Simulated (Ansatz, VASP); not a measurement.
## CdHg3Se4 in VASP and in Ansatz

```
CELL_PARAMETERS angstrom
4.25656 0.00000 0.00000
0.00000 4.25656 0.00000
0.00000 0.00000 12.03936
ATOMIC_POSITIONS crystal
Cd 0.50000 0.50000 0.50000
Hg 0.00000 0.00000 0.75000
Hg 0.50000 0.50000 0.00000
Hg 0.00000 0.00000 0.25000
Se 0.50000 0.00000 0.87500
Se 0.00000 0.50000 0.12500
Se 0.50000 0.00000 0.37500
Se 0.00000 0.50000 0.62500
```

Alike in both runs: task single point; functional PBE; k mesh 4 × 4 × 2; occupations gaussian, width 0.1 eV; no spin polarisation.

```csv
,VASP,Ansatz
version,VASP 6.6.1,Ansatz 0.2.0
potentials or method,"VASP PAW PBE potentials, release 64 (Cd, Hg, Se), cutoff 520 eV","scalar-relativistic, plane waves, PAW"
valence electrons in the cell,72,144
```

Ansatz gave:

* gap on the k mesh at the Fermi level (eV): none
* pressure (GPa): 6.4
* traceless stress, the component that is largest in VASP (GPa): -0.19
* rms of the force components (eV/Å): 0.061

**Question.** Estimate VASP's values.

**Answer.** gap on the k mesh at the Fermi level (eV): none; pressure (GPa): 6.7; traceless stress, the component that is largest in VASP (GPa): -0.19; rms of the force components (eV/Å): 0.063.

Atom by atom the forces differ by 0.001 eV/Å (rms over components). A gap of «none» marks a metal or a gap that the smearing closes. The functional is the same, so the differences come from potentials, cutoffs and numerics. VASP's potentials hold 72 valence electrons a cell and Ansatz's 144, so a difference there can come from the potentials and not from the codes.

The k mesh is coarse, so the values compare programs but aren't converged. Neither program's run includes spin-orbit coupling.
